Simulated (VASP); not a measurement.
# BeCd2S3: relaxation of cell and atoms with PBE

Crystal: BeCd2S3.

```
Be Cd S
1.0
     4.18190    0.00000    0.00000
    -2.09095    3.62163    0.00000
     0.00000    0.00000    7.70639
Be Cd S
1 2 3
Direct
  0.66667 0.33333 0.00000
  0.33333 0.66667 0.25705
  0.33333 0.66667 0.74295
  0.66667 0.33333 0.50000
  0.00000 0.00000 0.00000
  0.00000 0.00000 0.50000
```

The cell was built from a structure type or drawn by symmetry, and may not be a known phase.

```
Program                : VASP 6.6.1
Task                   : relaxation of cell and atoms
Functional             : PBE
Potentials or basis    : VASP PAW PBE potentials, release 64 (Be, Cd, S)
Cutoff                 : 600 eV
k mesh                 : 12 × 12 × 6
Occupations            : gaussian, width 0.1 eV
Spin                   : no spin polarisation
Dipole correction      : no
Further INCAR settings : ALGO = Normal; EDIFF = 1e-07; IBRION = 2; EDIFFG = -0.01; NSW = 100; ISIF = 3
```

| Property | Result |
| --- | --- |
| Relaxed volume | 19.48 Å³/atom |
| Relaxed cell | a = 4.184 Å, b = 4.184 Å, c = 7.712 Å, α = 90.00°, β = 90.00°, γ = 120.00° |
| Space group after relaxing (to 0.1 Å) | P-6m2 (No. 187) |
| Energy gained by relaxing | 0.0 meV/atom |
| Ionic steps | 2 |
| Pressure after relaxing | 0.0 GPa |
| Band gap on the k mesh | zero (bands 22 and 23 overlap by 0.56 eV) |

Stress tensor (GPa, compression positive):
```
-0.02  0.00  0.00
 0.00 -0.02  0.00
 0.00  0.00  0.06
```

Final structure:
```
CELL_PARAMETERS angstrom
4.18385 0.00000 0.00000
-2.09192 3.62332 0.00000
0.00000 0.00000 7.71178
ATOMIC_POSITIONS crystal
Be 0.66667 0.33333 0.00000
Cd 0.33333 0.66667 0.25702
Cd 0.33333 0.66667 0.74298
S 0.66667 0.33333 0.50000
S 0.00000 0.00000 0.00000
S 0.00000 0.00000 0.50000
```

Levels at points of the mesh, in eV from the Fermi level:
```tsv
k point	band 20	band 21	band 22	band 23	band 24	band 25
(0.00, 0.00, 0.00)	-2.73	-0.92	-0.92	-0.14	1.07	2.18
(0.50, 0.00, 0.00)	-1.99	-0.56	-0.10	1.32	1.86	2.32
(0.00, 0.00, 0.50)	-1.52	-0.87	-0.87	-0.04	0.43	2.17
(0.50, 0.00, 0.50)	-2.63	-0.70	-0.45	1.32	2.07	2.33
```

Wall time 11 min on 1 thread of Intel Xeon 8259CL, on a shared host, peak memory 0.46 GiB.

Caveat: semilocal functionals underestimate gaps, so a narrow gap can read as zero.
